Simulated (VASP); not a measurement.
Here is a VASP 6.6.1 calculation.

The input INCAR:

```
SYSTEM = NaF
  PREC = Accurate
  ENCUT = 600
  EDIFF = 1E-8
  ISMEAR = 0
  SIGMA = 0.01
  LREAL = .False.
  LASPH = .True.
  NELM = 100
  ALGO = Normal
  ISIF = 3
  LWAVE = .False.
  LCHARG = .False.
  GGA = PS
  IBRION = 6
  NFREE = 2
  POTIM = 0.015
  NSW = 1
```

File KPOINTS:

```
Automatic mesh
0
Gamma
  8 8 8
  0 0 0
```

Contents of POSCAR:

```
NaF
1.0
    0.0000000000      2.2857012227      2.2857012227
    2.2857012227      0.0000000000      2.2857012227
    2.2857012227      2.2857012227      0.0000000000
Na F
1 1
Direct
    0.0000000000      0.0000000000      0.0000000000
    0.5000000000      0.5000000000      0.5000000000
```

Potentials or basis: VASP PAW PBE potentials, release 64 (Na_pv, F).

Launch:

```console
$ cat potpaw_PBE.64/Na_pv/POTCAR potpaw_PBE.64/F/POTCAR > POTCAR
$ mpirun -np 1 vasp_std > vasp.out
```

Problem. Predict the elastic constants C11, C12, C44.

Solution. 123, 22, 27 GPa.

Problem. Predict the Voigt bulk modulus.

Solution. 56 GPa.

Problem. What does it give for the highest phonon frequency at Γ, LO-TO splitting left out?

Solution. 267 cm⁻¹.

Clamped-ion elastic tensor (GPa):
```
123  22  22   0   0   0
 22 123  22   0   0   0
 22  22 123   0   0   0
  0   0   0  27   0   0
  0   0   0   0  27   0
  0   0   0   0   0  27
```

Caveat: the cell is under stress, which shifts elastic constants; the PAW data sets were made with another functional, which shifts forces and pressure a little.
